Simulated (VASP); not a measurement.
Set up this calculation in VASP 6.6.1, as the native input.

```yaml
Task: single point
Functional: r2SCAN
Potentials_or_basis: VASP PAW PBE potentials, release 64 (Al, Fe)
Cutoff: 660 eV
k_mesh: 12 × 12 × 16
Occupations: gaussian, width 0.05 eV
Spin: collinear spin, antiferromagnetic start
Starting_moments: "[0.0, 0.0, 2.49, -2.49] μB"
Dipole_correction: no
Further_INCAR_settings: ALGO = Normal; EDIFF = 1e-06; NBANDS = 23
```

Crystal: AlFe.

```
Al Fe
1.0
     0.00000    3.02325    3.02325
     0.00000   -3.02325    3.02325
     2.70620    0.00000    0.00000
Al Fe
2 2
Direct
  0.00000 0.00000 0.00000
  0.50000 0.50000 0.00000
  0.50000 0.00000 0.50000
  0.00000 0.50000 0.50000
```

This cell differs from its parent crystal: volume scaled by 0.980.

These files were run (other wordings do the same):

POSCAR

```
AlFe
1.0
    0.0000000000      3.0232470101      3.0232470101
    0.0000000000     -3.0232470101      3.0232470101
    2.7061960453      0.0000000000      0.0000000000
Al Fe
2 2
Direct
    0.0000000000      0.0000000000      0.0000000000
    0.5000000000      0.5000000000      0.0000000000
    0.5000000000      0.0000000000      0.5000000000
    1.0000000000      0.5000000000      0.5000000000
```

INCAR.step1

```
PREC = Accurate ; ENCUT = 660
ISMEAR = 0 ; SIGMA = 0.05
LREAL = F ; LASPH = T
NELM = 200 ; ISPIN = 2
MAGMOM = 0 0 2.49 -2.49 ; LMAXMIX = 4
NBANDS = 23 ; GGA = PE
ALGO = Normal ; EDIFF = 1E-5
LWAVE = T ; LCHARG = F
GGA_COMPAT = F ; KPAR = 4
```

INCAR.step2

```
PREC = Accurate ; ENCUT = 660
EDIFF = 1E-6 ; ISMEAR = 0
SIGMA = 0.05 ; LREAL = F
LASPH = T ; NELM = 200
ALGO = Normal ; ISIF = 2
LWAVE = F ; LCHARG = T
ISPIN = 2 ; MAGMOM = 0 0 2.49 -2.49
LORBIT = 11 ; LMAXMIX = 4
METAGGA = R2SCAN ; LMIXTAU = T
LVHAR = T ; NBANDS = 23
ISTART = 1 ; GGA_COMPAT = F
KPAR = 4
```

KPOINTS

```
Automatic mesh
0
Gamma
  12 12 16
```

Potentials or basis: VASP PAW PBE potentials, release 64 (Al, Fe).

Command:

```bash
$ cat potpaw_PBE.64/Al/POTCAR potpaw_PBE.64/Fe/POTCAR > POTCAR
$ cp INCAR.step1 INCAR
$ mpirun -np 4 vasp_std > vasp.out
$ cp INCAR.step2 INCAR
$ mpirun -np 4 vasp_std > vasp.out
```

It gave:

```yaml
Pressure: 1.6 GPa
Band_gap_on_the_k_mesh: zero (filled and empty bands overlap)
Net_moment: 0.00 μB per cell
Site_moments: Al +0.00; Fe +2.17, -2.17 μB
Valence_electrons_inside_the_program's_atomic_spheres: Al 0.85; Fe 7.31
```

Caveat: the PAW data sets were made with another functional, which shifts forces and pressure a little.

Run time: 11 min on 4 MPI ranks on Intel(R) Xeon(R) Platinum 8259CL CPU @ 2.50GHz (Skylake/Cascade Lake), with other jobs on the host, peak memory 0.65 GiB a rank.
